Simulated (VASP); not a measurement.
# Li2S (Fm-3m) in VASP: a series of runs

Aim: see how the results for Li2S move with the level of theory and the settings. Levels: PBE, r2SCAN, HSE06. Tasks: single point.

Everything below comes from runs of VASP 6.6.1. Logs are shortened: lines on timing, memory, paths and dates and some standing lists are left out, and cuts for length are marked.

## Step 1: The cell of the first run

Symmetry: Fm-3m, No. 225, cubic system. Conventional cell: a = 5.691 Å, b = 5.691 Å, c = 5.691 Å, α = 90.00°, β = 90.00°, γ = 90.00°. Li (site symmetry -43m) has 4 S at 2.46 Å and 6 Li at 2.85 Å within 3.3 Å. S (site symmetry m-3m) has 8 Li at 2.46 Å within 3.3 Å.

## Step 2: Single point, PBE

File INCAR:

```
ALGO     = Normal         # electronic algorithm
EDIFF    = 1E-6           # SCF threshold, eV
ENCUT    = 750            # plane-wave cutoff, eV
GGA      = PE             # functional
GGA_COMPAT= False        
ISIF     = 2              # what is computed and relaxed
ISMEAR   = 0              # smearing method
LASPH    = True           # aspherical terms in the spheres
LCHARG   = False          # write CHGCAR
LREAL    = False          # projectors in reciprocal space
LWAVE    = False          # write WAVECAR
NBANDS   = 13             # bands
NELM     = 120            # most SCF steps
PREC     = Accurate       # precision mode
SIGMA    = 0.01           # smearing width, eV
```

File KPOINTS:

```
k-points
0
Gamma
  6 6 6
```

File POSCAR:

```
Li2S
1.0
    0.0000000000      2.8452955568      2.8452955568
    2.8452955568      0.0000000000      2.8452955568
    2.8452955568      2.8452955568      0.0000000000
Li S
2 1
Direct
    0.7500000000      0.7500000000      0.7500000000
    0.2500000000      0.2500000000      0.2500000000
    0.0000000000      0.0000000000      0.0000000000
```

Potentials or basis: VASP PAW PBE potentials, release 64 (Li_sv, S).

Run with:

```sh
$ cat potpaw_PBE.64/Li_sv/POTCAR potpaw_PBE.64/S/POTCAR > POTCAR
$ mpirun -np 1 vasp_std > vasp.out
```

OUTCAR:

```text
EDIFF = 1E-6
   ENCUT = 750
   GGA = PE
   ISIF = 2
   ISMEAR = 0
   LASPH = True
   LREAL = False
   NELM = 120
   PREC = Accurate

 ion  position               nearest neighbor table
   1  0.750  0.750  0.750-   3 2.46   3 2.46   3 2.46   3 2.46
   2  0.250  0.250  0.250-   3 2.46   3 2.46   3 2.46   3 2.46
   3  0.000  0.000  0.000-   1 2.46   1 2.46   1 2.46   1 2.46   2 2.46   2 2.46   2 2.46   2 2.46

  LATTYP: Found a face centered cubic cell.
 ALAT       =     5.6905911136

  Lattice vectors:

 A1 = (   0.0000000000,   2.8452955568,   2.8452955568)
 A2 = (   2.8452955568,   0.0000000000,   2.8452955568)
 A3 = (   2.8452955568,   2.8452955568,   0.0000000000)

Analysis of symmetry for initial positions (statically):
=====================================================================
 Subroutine PRICEL returns:
 Original cell was already a primitive cell.

 Routine SETGRP: Setting up the symmetry group for a
 face centered cubic supercell.

 Subroutine GETGRP returns: Found 48 space group operations
 (whereof 48 operations were pure point group operations)
 out of a pool of 48 trial point group operations.

The static configuration has the point symmetry O_h .

Analysis of symmetry for dynamics (positions and initial velocities):
=====================================================================
 Subroutine PRICEL returns:
 Original cell was already a primitive cell.

 Routine SETGRP: Setting up the symmetry group for a
 face centered cubic supercell.

 Subroutine GETGRP returns: Found 48 space group operations
 (whereof 48 operations were pure point group operations)
 out of a pool of 48 trial point group operations.

The dynamic configuration has the point symmetry O_h .

 Subroutine INISYM returns: Found 48 space group operations
 (whereof 48 operations are pure point group operations),
 and found     1 'primitive' translations

----------------------------------------------------------------------------------------

                                     Primitive cell

  volume of cell :      46.0694

  direct lattice vectors                    reciprocal lattice vectors
     0.000000000  2.845295557  2.845295557    -0.175728669  0.175728669  0.175728669
     2.845295557  0.000000000  2.845295557     0.175728669 -0.175728669  0.175728669
     2.845295557  2.845295557  0.000000000     0.175728669  0.175728669 -0.175728669

  length of vectors
     4.023855565  4.023855565  4.023855565     0.304370982  0.304370982  0.304370982

  position of ions in fractional coordinates (direct lattice)
     0.750000000  0.750000000  0.750000000
     0.250000000  0.250000000  0.250000000
     0.000000000  0.000000000  0.000000000

  ion indices of the primitive-cell ions
   primitive index   ion index
                 1           1
                 2           2
                 3           3

----------------------------------------------------------------------------------------

 KPOINTS: k-points

Automatic generation of k-mesh.
 Grid dimensions read from file:
 generate k-points for:    6    6    6

 Generating k-lattice:

  Cartesian coordinates                     Fractional coordinates (reciprocal lattice)
    -0.029288111  0.029288111  0.029288111     0.166666667  0.000000000  0.000000000
     0.029288111 -0.029288111  0.029288111     0.000000000  0.166666667  0.000000000
     0.029288111  0.029288111 -0.029288111     0.000000000  0.000000000  0.166666667

  Length of vectors
     0.050728497  0.050728497  0.050728497

  Shift w.r.t. Gamma in fractional coordinates (k-lattice)
     0.000000000  0.000000000  0.000000000

 Subroutine IBZKPT returns following result:
 ===========================================

 Found     16 irreducible k-points:

 Following reciprocal coordinates:
            Coordinates               Weight
  0.000000  0.000000  0.000000      1.000000
  0.166667  0.000000  0.000000      8.000000
  0.333333  0.000000  0.000000      8.000000
  0.500000  0.000000  0.000000      4.000000
  0.166667  0.166667  0.000000      6.000000
  0.333333  0.166667  0.000000     24.000000
[... 8 lines left out ...]
 -0.333333  0.333333  0.166667     24.000000
 -0.333333  0.500000  0.166667     12.000000
   k-points           NKPTS =     16   k-points in BZ     NKDIM =     16   number of bands    NBANDS=     13
   number of dos      NEDOS =    301   number of ions     NIONS =      3
   total plane-waves  NPLWV =  46656
   dimension x,y,z NGX =    36 NGY =   36 NGZ =   36
   dimension x,y,z NGXF=    72 NGYF=   72 NGZF=   72
   ions per type =               2   1
   NGX,Y,Z   is equivalent  to a cutoff of  14.87, 14.87, 14.87 a.u.
   NGXF,Y,Z  is equivalent  to a cutoff of  29.75, 29.75, 29.75 a.u.
 SYSTEM =  unknown system
   PREC   = accura    normal or accurate (medium, high low for compatibility)
   ISTART =      0    job   : 0-new  1-cont  2-samecut
   ICHARG =      2    charge: 1-file 2-atom 10-const
   ISPIN  =      1    spin polarized calculation?
   LNONCOLLINEAR =      F non collinear calculations
   LSORBIT =      F    spin-orbit coupling
   LASPH  =      T    aspherical Exc in radial PAW
   ENCUT  =  750.0 eV  55.12 Ry    7.42 a.u.   8.99  8.99  8.99*2*pi/ulx,y,z
   NELM   =    120;   NELMIN=  2; NELMDL= -5     # of ELM steps
   EDIFF  = 0.1E-05   stopping-criterion for ELM
   LREAL  =      F    real-space projection
   EDIFFG = 0.1E-04   stopping-criterion for IOM
   NSW    =      0    number of steps for IOM
   IBRION =     -1    ionic relax: 0-MD 1-quasi-New 2-CG
   NFREE  =      0    steps in history (QN), initial steepest desc. (CG)
   ISIF   =      2    stress and relaxation
   ISYM   =      2    0-nonsym 1-usesym 2-fastsym
   POTIM  = 0.5000    time-step for ionic-motion
   TEBEG  =    0.0;   TEEND  =   0.0 temperature during run
   PSTRESS=    0.0 pullay stress
   NELECT =      12.0000    total number of electrons
   NUPDOWN=      -1.0000    fix difference up-down
   EMIN   =  10.00;   EMAX   =-10.00  energy-range for DOS
   EFERMI =   0.00;   METHOD = LEGACY
   ISMEAR =     0;   SIGMA  =   0.01  broadening in eV -4-tet -1-fermi 0-gaus
   EFERMI_NEDOS =   21; number of points for ismear=-14 and -15
   IALGO  =     38    algorithm
   IMIX   =      4    mixing-type and parameters
     AMIX     =   0.40;   BMIX     =  1.00
     AMIX_MAG =   1.60;   BMIX_MAG =  1.00
  volume/ion in A,a.u.               =      15.36       103.63
  Fermi-wavevector in a.u.,A,eV,Ry     =   1.045517  1.975741 14.872614  1.093106
  Thomas-Fermi vector in A             =   2.180316
   LORBIT       =      0    0 simple, 1 ext, 2 COOP (PROOUT), +10 PAW based schemes
   GGA     = PE    functional components
   LHFCALC =     F    Hartree Fock is set to
   AEXX    =    0.0000 exact exchange contribution
   IVDW    =     0    specifies the selected vdW correction
   LEPSILON=     F    determine dielectric tensor
   LRPA    =     F    only Hartree local field effects (RPA)
 non-spin polarized calculation
 Gauss-broadening in eV      SIGMA  =   0.01
  energy-cutoff  :      750.00
  volume of cell :       46.07
 maximum number of plane-waves:      2174
   NGX = 17   NGY = 17   NGZ = 17

 number of electron      11.9999998 magnetization

 Free energy of the ion-electron system (eV)
  ---------------------------------------------------
  ext. energy  EPLUGINS =         0.00000000
  ---------------------------------------------------
  free energy    TOTEN  =       -11.99453937 eV

  energy without entropy =      -11.99453937  energy(sigma->0) =      -11.99453937

 E-fermi :   1.5964     XC(G=0):  -8.5223

 val. band max:        1.4867779313   @ k =   0.0000   0.0000   0.0000
 cond. band min:       4.8743412243   @ k =   0.5000   0.5000   0.0000
 fundamental gap:      3.3875632929
 Fermi energy:         1.5963527533

 k-point     1 :       0.0000    0.0000    0.0000
  band No.  band energies     occupation
      1     -42.6772      2.00000
      2     -42.6340      2.00000
      3      -9.5483      2.00000
      4       1.4868      2.00000
      5       1.4868      2.00000
      6       1.4868      2.00000
      7       5.7763      0.00000
      8       7.7189      0.00000
      9       7.7189      0.00000
     10       7.7189      0.00000
     11      12.6768      0.00000
     12      12.6768      0.00000
     13      13.9346      0.00000

 k-point     2 :       0.1667    0.0000    0.0000
  band No.  band energies     occupation
      1     -42.6741      2.00000
      2     -42.6367      2.00000
      3      -9.4498      2.00000
      4       0.5310      2.00000
      5       1.3395      2.00000
      6       1.3395      2.00000
      7       6.4381      0.00000
      8       8.0936      0.00000
      9       8.0936      0.00000
     10       8.3265      0.00000
     11      11.4458      0.00000
     12      11.4458      0.00000
     13      14.1955      0.00000

 k-point     3 :       0.3333    0.0000    0.0000
  band No.  band energies     occupation
      1     -42.6658      2.00000
      2     -42.6442      2.00000
      3      -9.2327      2.00000
      4      -0.8354      2.00000
      5       1.0872      2.00000
      6       1.0872      2.00000
      7       7.2461      0.00000
      8       8.2443      0.00000
      9       8.2443      0.00000
     10       9.4528      0.00000
     11      11.9266      0.00000
     12      11.9266      0.00000
     13      14.8969      0.00000
[... 177 lines left out ...]
 k-point    15 :      -0.3333    0.3333    0.1667
  band No.  band energies     occupation
      1     -42.6546      2.00000
      2     -42.6545      2.00000
      3      -9.0092      2.00000
      4      -0.8803      2.00000
      5      -0.0676      2.00000
      6       0.3070      2.00000
      7       7.1407      0.00000
      8       8.4044      0.00000
      9      10.4920      0.00000
     10      10.9816      0.00000
     11      11.2611      0.00000
     12      13.2499      0.00000
     13      14.8299      0.00000

 k-point    16 :      -0.3333    0.5000    0.1667
  band No.  band energies     occupation
      1     -42.6581      2.00000
      2     -42.6509      2.00000
      3      -8.9763      2.00000
      4      -0.5232      2.00000
      5      -0.2021      2.00000
      6      -0.1527      2.00000
      7       6.1682      0.00000
      8       9.4309      0.00000
      9       9.8605      0.00000
     10      11.5704      0.00000
     11      12.9958      0.00000
     12      13.9199      0.00000
     13      14.1069      0.00000

------------------------ aborting loop because EDIFF is reached ----------------------------------------

  FORCE on cell =-STRESS in cart. coord.  units (eV):
  Direction    XX          YY          ZZ          XY          YZ          ZX
  --------------------------------------------------------------------------------------
  -------------------------------------------------------------------------------------
  Total        0.0582235      0.0582235      0.0582235      0.0000000      0.0000000      0.0000000
  in kB        2.0248681      2.0248681      2.0248681      0.0000000      0.0000000      0.0000000
  external PRESSURE =       2.0248681 kB  Pullay stress =       0.0000000 kB

 VOLUME and BASIS-vectors are now :
 -----------------------------------------------------------------------------
  energy-cutoff  :      750.00
  volume of cell :       46.07
      direct lattice vectors                 reciprocal lattice vectors
     0.000000000  2.845295557  2.845295557    -0.175728669  0.175728669  0.175728669
     2.845295557  0.000000000  2.845295557     0.175728669 -0.175728669  0.175728669
     2.845295557  2.845295557  0.000000000     0.175728669  0.175728669 -0.175728669

 POSITION                                       TOTAL-FORCE (eV/Angst)
 -----------------------------------------------------------------------------------
      4.26794      4.26794      4.26794         0.000000      0.000000      0.000000
      1.42265      1.42265      1.42265        -0.000000     -0.000000     -0.000000
      0.00000      0.00000      0.00000        -0.000000      0.000000      0.000000
 -----------------------------------------------------------------------------------
    total drift:                                0.000000      0.000000      0.000000

  FREE ENERGIE OF THE ION-ELECTRON SYSTEM (eV)
  ---------------------------------------------------
  free  energy   TOTEN  =       -11.9945393735 eV

  energy  without entropy=      -11.9945393735  energy(sigma->0) =      -11.99453937
```

Wall time 7.9 s (1 thread of Intel Xeon 6975P-C (Granite Rapids), shared host); peak memory 0.19 GiB.

Results:

```
Free energy            : -11.9945 eV
Pressure               : 0.2 GPa
Band gap on the k mesh : 3.39 eV (least direct gap 4.29 eV)
```

A k mesh can miss the band edges.

## Step 3: Single point, PBE

File INCAR:

```
SYSTEM = Li2S
  PREC = Accurate
  ENCUT = 750
  EDIFF = 1E-6
  ISMEAR = 0
  SIGMA = 0.01
  LREAL = .False.
  LASPH = .True.
  NELM = 120
  ALGO = Normal
  ISIF = 2
  LWAVE = .False.
  LCHARG = .False.
  GGA = PE
  NBANDS = 13
  GGA_COMPAT = .False.
```

File KPOINTS:

```
regular mesh
0
Gamma
  6 6 6
  0 0 0
```

POSCAR is that of step 2.

Potentials or basis: VASP PAW PBE potentials, release 64 (Li_sv, S).

Run with:

```sh
$ cat potpaw_PBE.64/Li_sv/POTCAR potpaw_PBE.64/S/POTCAR > POTCAR
$ mpirun -np 1 vasp_std > vasp.out
```

Run time: 8.3 s. Hardware: 1 thread of Intel Xeon 6975P-C (Granite Rapids), shared host; peak memory 0.19 GiB.

The run converged. Its results:

```
Free energy            : -11.9945 eV
Pressure               : 0.2 GPa
Band gap on the k mesh : 3.39 eV (least direct gap 4.29 eV)
```

Levels at points of the mesh, in eV from the valence-band top:
```csv
k point,band 4,band 5,band 6,band 7,band 8,band 9
"(0.00, 0.00, 0.00)",0.00,0.00,0.00,4.29,6.23,6.23
"(0.50, 0.00, 0.00)",-2.89,-0.51,-0.51,6.12,6.58,6.58
"(0.50, 0.50, 0.00)",-2.17,-1.43,-1.43,3.39,7.09,11.12
```

A k mesh can miss the band edges.

## Step 4: Single point, PBE

File INCAR:

```
PREC = Accurate ; ENCUT = 750
EDIFF = 1E-6 ; ISMEAR = 0
SIGMA = 0.01 ; LREAL = False
LASPH = True ; NELM = 120
ALGO = Normal ; ISIF = 2
LWAVE = False ; LCHARG = False
GGA = PE ; NBANDS = 13
GGA_COMPAT = False
```

File KPOINTS:

```
Automatic mesh
0
Gamma
  8 8 8
```

POSCAR is that of step 3.

Run with:

```sh
$ cat potpaw_PBE.64/Li_sv/POTCAR potpaw_PBE.64/S/POTCAR > POTCAR
$ mpirun -np 1 vasp_std > vasp.out
```

Wall time 12 s (1 thread of Intel Xeon 6975P-C (Granite Rapids), shared host); peak memory 0.2 GiB.

The run converged. Its results:

```
Free energy            : -11.9948 eV
Pressure               : 0.2 GPa
Band gap on the k mesh : 3.39 eV (least direct gap 4.29 eV)
```

Levels at points of the mesh, in eV from the valence-band top:
```csv
k point,band 2,band 3,band 4,band 5,band 6,band 7,band 8,band 9,band 10,band 11
"(0.00, 0.00, 0.00)",-44.12,-11.04,0.00,0.00,0.00,4.29,6.23,6.23,6.23,11.19
"(0.50, 0.00, 0.00)",-44.14,-10.60,-2.89,-0.51,-0.51,6.12,6.58,6.58,8.43,12.83
"(0.50, 0.50, 0.00)",-44.13,-10.47,-2.17,-1.43,-1.43,3.39,7.09,11.12,11.12,12.14
```

A k mesh can miss the band edges.

(Part 1 of 3 ends here.)
